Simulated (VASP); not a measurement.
## C: single point with PBE

C:

```
C
1.0
     0.00000    1.78012    1.78012
     1.78012    0.00000    1.78012
     1.78012    1.78012    0.00000
C
2
Direct
  0.00000 0.00000 0.00000
  0.25000 0.25000 0.25000
```

| Property | Result |
| --- | --- |
| Program | VASP 6.6.1 |
| Task | single point |
| Functional | PBE |
| Potentials or basis | VASP PAW PBE potentials, release 64 (C) |
| Cutoff | 520 eV |
| k mesh | 4 × 4 × 4 |
| Occupations | gaussian, width 0.01 eV |
| Spin | no spin polarisation |

| Property | Result |
| --- | --- |
| Pressure | 6.0 GPa |
| Band gap on the k mesh | 4.45 eV (least direct gap 5.60 eV) |

Levels at points of the mesh, in eV from the valence-band top:
```
           k point  band 1  band 2  band 3  band 4  band 5  band 6  band 7  band 8  band 9
(0.00, 0.00, 0.00)  -21.56    0.00    0.00    0.00    5.60    5.60    5.60   13.46   19.35
(0.50, 0.00, 0.00)  -15.75  -13.45   -2.82   -2.82    8.47    8.47    8.92   15.74   21.97
(0.50, 0.50, 0.00)  -12.81  -12.81   -6.34   -6.34    4.75    4.75   16.90   16.90   23.34
```

Wall time 1.4 s on 1 thread of AMD EPYC 9R45 96-Core Processor (Zen 5), on a shared host, peak memory 0.08 GiB.

Caveat: the k points lie up to 0.76 Å⁻¹ apart. A k mesh can miss the band edges.
